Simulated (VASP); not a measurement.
A run of VASP 6.6.1 is set up as follows.

INCAR

```
PREC = Accurate ; ENCUT = 520
EDIFF = 1E-6 ; ISMEAR = 0
SIGMA = 0.017 ; LREAL = F
LASPH = T ; NELM = 60
ALGO = Normal ; ISIF = 2
LWAVE = F ; LCHARG = F
GGA = PE ; NBANDS = 15
```

Contents of KPOINTS:

```
regular mesh
0
Gamma
  10 10 10
```

POSCAR

```
TiC
1.0
    3.0420900000      0.0000000000      0.0000000000
   -1.5210400000      2.6345200000      0.0000000000
    0.0000000000      0.0000000000      2.6979700000
Ti C
1 1
Direct
    0.0000000000      0.0000000000      0.5000000000
    0.3333300000      0.6666700000      0.0000000000
```

Potentials or basis: VASP PAW PBE potentials, release 64 (Ti_sv, C).

Run with:

```bash
$ cat potpaw_PBE.64/Ti_sv/POTCAR potpaw_PBE.64/C/POTCAR > POTCAR
$ mpirun -np 1 vasp_std > vasp.out
```

Q: Estimate the pressure.

A: 0.1 GPa.

Q: Predict the band gap on the k mesh.

A: Zero (band 8 reaches 8.68 eV, above the bottom of band 9 at 8.61 eV).

Stress tensor (GPa, compression positive):
```
0.20 0.00 0.00
0.00 0.20 0.00
0.00 0.00 0.03
```
